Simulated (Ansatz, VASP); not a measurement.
**SbP in VASP and in Ansatz**

Contents of INCAR:

```
ALGO = Normal
EDIFF = 1E-6
ENCUT = 500
GGA = PE
GGA_COMPAT = False
ISIF = 2
ISMEAR = 0
LASPH = True
LCHARG = True
LELF = True
LREAL = False
LVHAR = True
LWAVE = False
NBANDS = 12
NELM = 120
PREC = Accurate
SIGMA = 0.05
```

KPOINTS

```
k-points
0
Gamma
  6 6 6
```

The input POSCAR:

```
SbP
1.0
    0.0000000000      3.2201197107      3.2201197107
    3.2201197107      0.0000000000      3.2201197107
    3.2201197107      3.2201197107      0.0000000000
Sb P
1 1
Direct
    0.0000000000      0.0000000000      0.0000000000
    0.2500000000      0.2500000000      0.2500000000
```

Input for Ansatz:

```yaml
crystal:
  lattice:
    - [0.0, 3.2201197107, 3.2201197107]
    - [3.2201197107, 0.0, 3.2201197107]
    - [3.2201197107, 3.2201197107, 0.0]
  atoms:
    - { symbol: Sb, position: [0.0, 0.0, 0.0] }
    - { symbol: P, position: [0.25, 0.25, 0.25] }
basis:
  ecutwfc: 420
kpoints:
  mp_grid: { grid: [6, 6, 6] }
hamiltonian:
  xc: pbe
scf:
  occupations: { method: gaussian, width: 0.05 }
output:
  forces: true
  stress: true
  eigenvalues: true
```

Alike in both runs: task single point; functional PBE; k mesh 6 × 6 × 6; occupations gaussian, width 0.05 eV; no spin polarisation.

|  | VASP | Ansatz |
| --- | --- | --- |
| version | VASP 6.6.1 | Ansatz 0.2.0 |
| potentials or method | VASP PAW PBE potentials, release 64 (Sb, P), cutoff 500 eV | scalar-relativistic, plane waves, PAW |
| valence electrons in the cell | 10 | 20 |

```tsv
	VASP	Ansatz	Ansatz less VASP
gap on the k mesh at the Fermi level (eV)	none	none	-
pressure (GPa)	-1.9	-1.9	+0.03
```

A gap of «none» marks a metal or a gap that the smearing closes. The functional is the same, so the differences come from potentials, cutoffs and numerics. VASP's potentials hold 10 valence electrons a cell and Ansatz's 20, so a difference there can come from the potentials and not from the codes.

Neither program's run includes spin-orbit coupling.
